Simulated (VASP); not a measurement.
Input of a VASP 6.6.1 run:

The input INCAR:

```
  PREC = Accurate
  ENCUT = 600
  EDIFF = 1E-6
  ISMEAR = 0
  SIGMA = 0.02
  LREAL = F
  LASPH = T
  NELM = 120
  ALGO = Normal
  ISIF = 2
  LWAVE = F
  LCHARG = F
  GGA = PE
  NBANDS = 72
  GGA_COMPAT = F
  KPAR = 4
```

The input KPOINTS:

```
regular mesh
0
Gamma
  8 4 6
```

Contents of POSCAR:

```
Sn2PbO3
1.0
    3.9662442521      0.0000000000      0.0000000000
    0.0000000000     11.6161768876      0.0000000000
    0.0000000000      0.0000000000      5.2191969350
Sn Pb O
4 2 6
Direct
    0.0000000000      0.8365663513      0.2065625523
    0.5000000000      0.6634336487      0.7934374477
    0.0000000000      0.1634336487      0.2065625523
    0.5000000000      0.3365663513      0.7934374477
    0.0000000000      0.5000000000      0.2615231142
    0.5000000000      0.0000000000      0.7384768858
    0.5000000000      0.5000000000      1.0151926686
    0.0000000000      0.6716446725      0.9993745752
    0.5000000000      0.8283553275      0.0006254248
    0.0000000000      0.0000000000     -0.0151926686
    0.0000000000      0.3283553275      0.9993745752
    0.5000000000      0.1716446725      0.0006254248
```

Potentials or basis: VASP PAW PBE potentials, release 64 (Sn_d, Pb_d, O).

Run with:

```bash
$ cat potpaw_PBE.64/Sn_d/POTCAR potpaw_PBE.64/Pb_d/POTCAR potpaw_PBE.64/O/POTCAR > POTCAR
$ mpirun -np 4 vasp_std > vasp.out
```

Q: What does it give for the band gap on the k mesh?

A: 0.94 eV (least direct gap 1.97 eV).

Q: What does it give for the largest force?

A: 0.073 eV/Å.

Forces on the atoms (eV/Å):
```
Sn   0.000  0.012  0.072
Sn   0.000 -0.012 -0.072
Sn   0.000 -0.012  0.072
Sn   0.000  0.012 -0.072
Pb   0.000  0.000  0.037
Pb   0.000  0.000 -0.037
O    0.000  0.000  0.015
O    0.000 -0.010  0.004
O    0.000  0.010 -0.004
O    0.000  0.000 -0.015
O    0.000  0.010  0.004
O    0.000 -0.010 -0.004
```

Caveat: spin-orbit coupling is left out, which moves the levels of the heavy elements. A k mesh can miss the band edges.
